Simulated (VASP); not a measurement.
Here is a VASP 6.6.1 calculation.

File INCAR:

```
SYSTEM = ZnCl3
ALGO     = Normal         ! electronic algorithm
EDIFF    = 1E-6           ! SCF threshold, eV
ENCUT    = 520            ! plane-wave cutoff, eV
GGA      = PE             ! functional
ISIF     = 2              ! what is computed and relaxed
ISMEAR   = 0              ! smearing method
LASPH    = .True.         ! aspherical terms in the spheres
LCHARG   = .False.        ! write CHGCAR
LREAL    = .False.        ! projectors in reciprocal space
LWAVE    = .False.        ! write WAVECAR
NBANDS   = 24             ! bands
NELM     = 100            ! most SCF steps
PREC     = Accurate       ! precision mode
SIGMA    = 0.1            ! smearing width, eV
```

The input KPOINTS:

```
k-points
0
Gamma
  4 4 4
  0 0 0
```

Contents of POSCAR:

```
ZnCl3
1.0
   -2.8952543900      2.8952543900      2.8952543900
    2.8952543900     -2.8952543900      2.8952543900
    2.8952543900      2.8952543900     -2.8952543900
Zn Cl
1 3
Direct
    0.0000000000      0.0000000000      0.0000000000
    0.0000000000      0.5000000000      0.5000000000
    0.5000000000      0.0000000000      0.5000000000
    0.5000000000      0.5000000000      0.0000000000
```

Potentials or basis: VASP PAW PBE potentials, release 64 (Zn, Cl).

The run is started by

```bash
$ cat potpaw_PBE.64/Zn/POTCAR potpaw_PBE.64/Cl/POTCAR > POTCAR
$ mpirun -np 1 vasp_std > vasp.out
```

Q: Estimate the pressure.

A: -2.8 GPa.

Caveat: the k points lie up to 0.38 Å⁻¹ apart; an odd number of electrons without spin polarisation forces a metal; a magnetic or distorted state may lie lower.
